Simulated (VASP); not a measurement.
SrTiO3, 5 atoms in the cell. The structure is tetragonal, space group P4mm (No. 99). The conventional cell has a = 3.891 Å, b = 3.891 Å, c = 3.891 Å, α = 90.00°, β = 90.00°, γ = 90.00°. Within 3.6 Å of Sr (site symmetry 4mm) lie 12 O at 2.75 Å and 8 Ti at 3.21 to 3.55 Å. Ti (site symmetry 4mm) has 6 O at 1.65 to 2.25 Å within 2.3 Å. O (site symmetry 4mm) has 2 Ti at 1.65 to 2.25 Å within 2.3 Å. Within 2.6 Å of O (site symmetry 2mm) lie 2 Ti at 1.97 Å.  This cell differs from its parent crystal: atom 2 (Ti) moved +0.300 Å along Cartesian [1 0 0].

```yaml
Program: VASP 6.6.1
Task: single point
Functional: PBEsol
Potentials_or_basis: VASP PAW PBE potentials, release 64 (Sr_sv, Ti_sv, O)
Cutoff: 520 eV
k_mesh: 8 × 8 × 8
Occupations: gaussian, width 0.05 eV
Spin: no spin polarisation
Dipole_correction: no
Further_INCAR_settings: ALGO = Normal; EDIFF = 1e-06; NBANDS = 28
```

Potentials or basis: VASP PAW PBE potentials, release 64 (Sr_sv, Ti_sv, O).

Launch:

```sh
$ cat potpaw_PBE.64/Sr_sv/POTCAR potpaw_PBE.64/Ti_sv/POTCAR potpaw_PBE.64/O/POTCAR > POTCAR
$ mpirun -np 1 vasp_std > vasp.out
```

Hardware: 1 thread of Intel Xeon 8259CL (shared host).

Q: How long does it take, and how much memory?

A: Run time: 2.3 min on 1 thread of Intel Xeon 8259CL, with other jobs on the host, peak memory 0.26 GiB. Counts: scf iterations 15, k points 75.
